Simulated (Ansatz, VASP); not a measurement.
# ZnO: VASP beside Ansatz

```
CELL_PARAMETERS angstrom
3.25000 0.00000 0.00000
-1.62500 2.81458 0.00000
0.00000 0.00000 5.20700
ATOMIC_POSITIONS crystal
Zn 0.33333 0.66667 0.00048
Zn 0.66667 0.33333 0.50048
O 0.33333 0.66667 0.38152
O 0.66667 0.33333 0.88152
```

Alike in both runs: functional PBE; k mesh 8 × 8 × 5; occupations gaussian, width 0.05 eV; no spin polarisation.

Ansatz relaxed the structure, and its values are those at the end. VASP's run is a single point on that final structure, the one shown.

|  | VASP | Ansatz |
| --- | --- | --- |
| version | VASP 6.6.1 | Ansatz 0.2.0 |
| potentials or method | VASP PAW PBE potentials, release 64 (Zn, O) | scalar-relativistic, plane waves, PAW |
| plane-wave cutoff (eV) | 520 | 420 |
| valence electrons in the cell | 36 | 36 |

Ansatz gave:

* pressure (GPa): 4.8

Problem. Estimate VASP's values.

Solution. Pressure (GPa): 5.9.

With one functional, cell and mesh, what is left measures potentials, basis and numerics. Ansatz's warnings: stress scf threshold loose.
